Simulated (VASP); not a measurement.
# Ge (Fd-3m) in VASP: notebook

Runs on Ge. Level: r2SCAN. Tasks: single point.

Everything below comes from runs of VASP 6.6.1. Logs are shortened: lines on timing, memory, paths and dates and some standing lists are left out, and cuts for length are marked.

## (1) The cell of the first run

Symmetry: Fd-3m, No. 227, cubic system. The conventional cell has a = 5.443 Å, b = 5.443 Å, c = 5.443 Å, α = 90.00°, β = 90.00°, γ = 90.00°. Within 3.1 Å of Ge (site symmetry -43m) lie 4 Ge at 2.36 Å.

## (2) Single point, r2SCAN

The input, POSCAR:

```
Ge
1.0
    0.0000000000      2.7213784961      2.7213784961
    2.7213784961      0.0000000000      2.7213784961
    2.7213784961      2.7213784961      0.0000000000
Ge
2
Direct
    0.5000000000      0.5000000000      0.5000000000
    0.7500000000      0.7500000000      0.7500000000
```

The input, INCAR.step1:

```
PREC = Accurate
ENCUT = 550
ISMEAR = 0
SIGMA = 0.02
LREAL = F
LASPH = T
NELM = 120
NBANDS = 21
GGA = PE
ALGO = Normal
EDIFF = 1E-5
LWAVE = T
LCHARG = F
GGA_COMPAT = F
```

The input, INCAR.step2:

```
PREC = Accurate
ENCUT = 550
EDIFF = 1E-6
ISMEAR = 0
SIGMA = 0.02
LREAL = F
LASPH = T
NELM = 120
ALGO = Normal
ISIF = 2
LWAVE = F
LCHARG = F
METAGGA = R2SCAN
LMIXTAU = T
NBANDS = 21
ISTART = 1
GGA_COMPAT = F
```

The input, KPOINTS:

```
regular mesh
0
Gamma
  12 12 12
```

Potentials or basis: VASP PAW PBE potentials, release 64 (Ge_d).

Run with:

```
> cat potpaw_PBE.64/Ge_d/POTCAR > POTCAR
> cp INCAR.step1 INCAR
> mpirun -np 1 vasp_std > vasp.out
> cp INCAR.step2 INCAR
> mpirun -np 1 vasp_std > vasp.out
```

OUTCAR:

```text
PREC = Accurate
   ENCUT = 550
   EDIFF = 1E-6
   ISMEAR = 0
   LREAL = F
   LASPH = T
   NELM = 120
   ISIF = 2
   METAGGA = R2SCAN
   ISTART = 1

 ion  position               nearest neighbor table
   1  0.500  0.500  0.500-   2 2.36   2 2.36   2 2.36   2 2.36
   2  0.750  0.750  0.750-   1 2.36   1 2.36   1 2.36   1 2.36

  LATTYP: Found a face centered cubic cell.
 ALAT       =     5.4427569922

  Lattice vectors:

 A1 = (   0.0000000000,   2.7213784961,   2.7213784961)
 A2 = (   2.7213784961,   0.0000000000,   2.7213784961)
 A3 = (   2.7213784961,   2.7213784961,   0.0000000000)

Analysis of symmetry for initial positions (statically):
[... 5 lines left out ...]
 face centered cubic supercell.

 Subroutine GETGRP returns: Found 48 space group operations
 (whereof 24 operations were pure point group operations)
 out of a pool of 48 trial point group operations.

The static configuration has the point symmetry T_d .
 The point group associated with its full space group is O_h .

Analysis of symmetry for dynamics (positions and initial velocities):
[... 5 lines left out ...]
 face centered cubic supercell.

 Subroutine GETGRP returns: Found 48 space group operations
 (whereof 24 operations were pure point group operations)
 out of a pool of 48 trial point group operations.

The dynamic configuration has the point symmetry T_d .
 The point group associated with its full space group is O_h .

 Subroutine INISYM returns: Found 48 space group operations
 (whereof 24 operations are pure point group operations),
 and found     1 'primitive' translations

----------------------------------------------------------------------------------------

                                     Primitive cell

  volume of cell :      40.3085

  direct lattice vectors                    reciprocal lattice vectors
     0.000000000  2.721378496  2.721378496    -0.183730415  0.183730415  0.183730415
     2.721378496  0.000000000  2.721378496     0.183730415 -0.183730415  0.183730415
     2.721378496  2.721378496  0.000000000     0.183730415  0.183730415 -0.183730415

  length of vectors
     3.848610378  3.848610378  3.848610378     0.318230413  0.318230413  0.318230413

  position of ions in fractional coordinates (direct lattice)
     0.500000000  0.500000000  0.500000000
     0.750000000  0.750000000  0.750000000

  ion indices of the primitive-cell ions
   primitive index   ion index
                 1           1
                 2           2

----------------------------------------------------------------------------------------

 KPOINTS: regular mesh

Automatic generation of k-mesh.
 Grid dimensions read from file:
 generate k-points for:   12   12   12

 Generating k-lattice:

  Cartesian coordinates                     Fractional coordinates (reciprocal lattice)
    -0.015310868  0.015310868  0.015310868     0.083333333  0.000000000  0.000000000
     0.015310868 -0.015310868  0.015310868     0.000000000  0.083333333  0.000000000
     0.015310868  0.015310868 -0.015310868     0.000000000  0.000000000  0.083333333

  Length of vectors
     0.026519201  0.026519201  0.026519201

  Shift w.r.t. Gamma in fractional coordinates (k-lattice)
     0.000000000  0.000000000  0.000000000

 Subroutine IBZKPT returns following result:
 ===========================================

 Found     72 irreducible k-points:

 Following reciprocal coordinates:
            Coordinates               Weight
  0.000000  0.000000  0.000000      1.000000
  0.083333  0.000000  0.000000      8.000000
  0.166667  0.000000  0.000000      8.000000
  0.250000  0.000000  0.000000      8.000000
  0.333333  0.000000  0.000000      8.000000
  0.416667  0.000000  0.000000      8.000000
[... 16 lines left out ...]
  0.500000  0.166667  0.000000     24.000000
 -0.416667  0.166667  0.000000     24.000000
 [... further k-points ...]
   k-points           NKPTS =     72   k-points in BZ     NKDIM =     72   number of bands    NBANDS=     21
   number of dos      NEDOS =    301   number of ions     NIONS =      2
   total plane-waves  NPLWV =  27000
   dimension x,y,z NGX =    30 NGY =   30 NGZ =   30
   dimension x,y,z NGXF=    60 NGYF=   60 NGZF=   60
   ions per type =               2
   NGX,Y,Z   is equivalent  to a cutoff of  12.96, 12.96, 12.96 a.u.
   NGXF,Y,Z  is equivalent  to a cutoff of  25.92, 25.92, 25.92 a.u.
 SYSTEM =  unknown system
   PREC   = accura    normal or accurate (medium, high low for compatibility)
   ISTART =      1    job   : 0-new  1-cont  2-samecut
   ICHARG =      0    charge: 1-file 2-atom 10-const
   ISPIN  =      1    spin polarized calculation?
   LNONCOLLINEAR =      F non collinear calculations
   LSORBIT =      F    spin-orbit coupling
   LASPH  =      T    aspherical Exc in radial PAW
   ENCUT  =  550.0 eV  40.42 Ry    6.36 a.u.   7.36  7.36  7.36*2*pi/ulx,y,z
   NELM   =    120;   NELMIN=  2; NELMDL=  0     # of ELM steps
   EDIFF  = 0.1E-05   stopping-criterion for ELM
   LREAL  =      F    real-space projection
   EDIFFG = 0.1E-04   stopping-criterion for IOM
   NSW    =      0    number of steps for IOM
   IBRION =     -1    ionic relax: 0-MD 1-quasi-New 2-CG
   NFREE  =      0    steps in history (QN), initial steepest desc. (CG)
   ISIF   =      2    stress and relaxation
   ISYM   =      2    0-nonsym 1-usesym 2-fastsym
   POTIM  = 0.5000    time-step for ionic-motion
   TEBEG  =    0.0;   TEEND  =   0.0 temperature during run
   PSTRESS=    0.0 pullay stress
   NELECT =      28.0000    total number of electrons
   NUPDOWN=      -1.0000    fix difference up-down
   EMIN   =  10.00;   EMAX   =-10.00  energy-range for DOS
   EFERMI =   0.00;   METHOD = LEGACY
   ISMEAR =     0;   SIGMA  =   0.02  broadening in eV -4-tet -1-fermi 0-gaus
   EFERMI_NEDOS =   21; number of points for ismear=-14 and -15
   IALGO  =     38    algorithm
   IMIX   =      4    mixing-type and parameters
     AMIX     =   0.40;   BMIX     =  1.00
     AMIX_MAG =   1.60;   BMIX_MAG =  1.00
  volume/ion in A,a.u.               =      20.15       136.01
  Fermi-wavevector in a.u.,A,eV,Ry     =   1.449868  2.739854 28.601054  2.102118
  Thomas-Fermi vector in A             =   2.567546
   LORBIT       =      0    0 simple, 1 ext, 2 COOP (PROOUT), +10 PAW based schemes
   METAGGA = R2SCAN    functional components
   LHFCALC =     F    Hartree Fock is set to
   AEXX    =    0.0000 exact exchange contribution
   IVDW    =     0    specifies the selected vdW correction
   LEPSILON=     F    determine dielectric tensor
   LRPA    =     F    only Hartree local field effects (RPA)
 non-spin polarized calculation
 Gauss-broadening in eV      SIGMA  =   0.02
  energy-cutoff  :      550.00
  volume of cell :       40.31
 maximum number of plane-waves:      1243
 NGX is ok and might be reduce to    30
   NGX = 15   NGY = 15   NGZ = 15

 number of electron      27.9999983 magnetization

 Free energy of the ion-electron system (eV)
  ---------------------------------------------------
  ext. energy  EPLUGINS =         0.00000000
  ---------------------------------------------------
  free energy    TOTEN  =       -27.56063551 eV

  energy without entropy =      -27.56063551  energy(sigma->0) =      -27.56063551

 E-fermi :   6.2193     XC(G=0): -11.4414

 val. band max:        6.0222672634   @ k =   0.0000   0.0000   0.0000
 cond. band min:       6.6205067659   @ k =   0.4167   0.4167   0.0000
 fundamental gap:      0.5982395025
 Fermi energy:         6.2192810727

 k-point     1 :       0.0000    0.0000    0.0000
  band No.  band energies     occupation
      1     -19.6837      2.00000
      2     -19.6837      2.00000
      3     -19.6837      2.00000
      4     -19.6344      2.00000
      5     -19.6344      2.00000
      6     -19.3429      2.00000
[... 13 lines left out ...]
     20      16.2592      0.00000
     21      16.2592      0.00000

 k-point     2 :       0.0833    0.0000    0.0000
  band No.  band energies     occupation
      1     -19.6900      2.00000
      2     -19.6900      2.00000
      3     -19.6822      2.00000
      4     -19.6258      2.00000
      5     -19.6258      2.00000
      6     -19.3489      2.00000
[... 13 lines left out ...]
     20      15.6215      0.00000
     21      15.6216      0.00000

 k-point     3 :       0.1667    0.0000    0.0000
  band No.  band energies     occupation
      1     -19.7007      2.00000
      2     -19.7007      2.00000
      3     -19.6780      2.00000
      4     -19.6089      2.00000
      5     -19.6089      2.00000
      6     -19.3603      2.00000
[... 13 lines left out ...]
     20      14.9933      0.00000
     21      14.9933      0.00000

 k-point     4 :       0.2500    0.0000    0.0000
  band No.  band energies     occupation
      1     -19.7092      2.00000
      2     -19.7092      2.00000
      3     -19.6723      2.00000
      4     -19.5931      2.00000
      5     -19.5931      2.00000
      6     -19.3702      2.00000
[... 13 lines left out ...]
     20      15.0068      0.00000
     21      15.0068      0.00000

 k-point     5 :       0.3333    0.0000    0.0000
  band No.  band energies     occupation
      1     -19.7141      2.00000
      2     -19.7141      2.00000
      3     -19.6665      2.00000
      4     -19.5823      2.00000
      5     -19.5823      2.00000
      6     -19.3759      2.00000
[... 13 lines left out ...]
     20      15.8033      0.00000
     21      15.8033      0.00000
[... 382 lines left out ...]
     20      16.8275      0.00000
     21      17.2451      0.00000

 k-point    22 :       0.4167    0.1667    0.0000
  band No.  band energies     occupation
      1     -19.7354      2.00000
      2     -19.7163      2.00000
      3     -19.6535      2.00000
      4     -19.5675      2.00000
      5     -19.5381      2.00000
      6     -19.4486      2.00000
[... 13 lines left out ...]
     20      17.8431      0.00000
     21      18.3551      0.00000

 k-point    23 :       0.5000    0.1667    0.0000
  band No.  band energies     occupation
      1     -19.7406      2.00000
      2     -19.7214      2.00000
      3     -19.6385      2.00000
      4     -19.5551      2.00000
      5     -19.5439      2.00000
      6     -19.4378      2.00000
[... 13 lines left out ...]
     20      18.5230      0.00000
     21      18.5495      0.00000

 k-point    24 :      -0.4167    0.1667    0.0000
  band No.  band energies     occupation
      1     -19.7406      2.00000
      2     -19.7253      2.00000
      3     -19.6301      2.00000
      4     -19.5573      2.00000
      5     -19.5458      2.00000
      6     -19.4191      2.00000
[... 13 lines left out ...]
     20      16.6661      0.00000
     21      17.5991      0.00000

 [... further k-points ...]
[... 5 lines left out ...]
  --------------------------------------------------------------------------------------
  -------------------------------------------------------------------------------------
  Total        3.0694334      3.0694334      3.0694334     -0.0000000      0.0000000      0.0000000
  in kB      122.0034063    122.0034063    122.0034063     -0.0000000      0.0000000      0.0000000
  external PRESSURE =     122.0034063 kB  Pullay stress =       0.0000000 kB

 VOLUME and BASIS-vectors are now :
 -----------------------------------------------------------------------------
  energy-cutoff  :      550.00
  volume of cell :       40.31
      direct lattice vectors                 reciprocal lattice vectors
     0.000000000  2.721378496  2.721378496    -0.183730415  0.183730415  0.183730415
     2.721378496  0.000000000  2.721378496     0.183730415 -0.183730415  0.183730415
     2.721378496  2.721378496  0.000000000     0.183730415  0.183730415 -0.183730415

 POSITION                                       TOTAL-FORCE (eV/Angst)
 -----------------------------------------------------------------------------------
      2.72138      2.72138      2.72138         0.000000      0.000000      0.000000
      4.08207      4.08207      4.08207        -0.000000     -0.000000     -0.000000
 -----------------------------------------------------------------------------------
    total drift:                                0.000000     -0.000000     -0.000000

  FREE ENERGIE OF THE ION-ELECTRON SYSTEM (eV)
  ---------------------------------------------------
  free  energy   TOTEN  =       -27.5606355106 eV

  energy  without entropy=      -27.5606355106  energy(sigma->0) =      -27.56063551
```

Wall time 2.6 min (1 thread of Intel Xeon 6975P-C, shared host); peak memory 0.2 GiB.

Results:

- Free energy: -27.5606 eV
- Pressure: 12.2 GPa
- Band gap on the k mesh: 0.60 eV, indirect (least direct gap 1.57 eV)

Levels at points of the mesh, in eV from the valence-band top:
```csv
k point,band 11,band 12,band 13,band 14,band 15,band 16,band 17,band 18
"(0.00, 0.00, 0.00)",-14.29,0.00,0.00,0.00,1.57,2.74,2.74,2.74
"(0.50, 0.00, 0.00)",-11.78,-8.50,-1.69,-1.69,0.85,4.03,4.03,7.72
"(0.50, 0.50, 0.00)",-9.72,-9.72,-3.68,-3.68,0.80,0.80,11.14,11.14
```

Caveat: the PAW data sets were made with another functional, which shifts forces and pressure a little. r2SCAN opens gaps a little over a GGA but as a rule still falls short of measured ones.

(Part 1 of 2 ends here.)
